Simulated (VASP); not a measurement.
A run of VASP 6.6.1:

Contents of INCAR:

```
SYSTEM = Ta
ALGO = Fast ; EDIFF = 1E-6
EDIFFG = -0.001 ; ENCUT = 600
IBRION = 2 ; ISIF = 3
ISMEAR = -1 ; LASPH = .True.
LCHARG = .False. ; LREAL = .False.
LWAVE = .False. ; NELM = 60
NSW = 80 ; PREC = Accurate
SIGMA = 0.15
```

The input KPOINTS:

```
k-points
0
Gamma
  16 16 16
  0 0 0
```

The input POSCAR:

```
Ta
1.0
   -1.6263540845      1.6263540845      1.6263540845
    1.6263540845     -1.6263540845      1.6263540845
    1.6263540845      1.6263540845     -1.6263540845
Ta
1
Direct
    0.0000000000      0.0000000000      0.0000000000
```

Potentials or basis: VASP PAW LDA potentials, release 64 (Ta_pv).

Launch:

```sh
$ cat potpaw_LDA.64/Ta_pv/POTCAR > POTCAR
$ mpirun -np 1 vasp_std > vasp.out
```

Hardware: 1 thread of Intel Xeon 8259CL, on a shared host.

Question: How long does it take, and how much memory?

Answer: Wall time 3 min on 1 thread of Intel Xeon 8259CL, with other jobs on the host, peak memory 0.16 GiB. Counts: scf iterations 90, k points 145, ion steps 30.
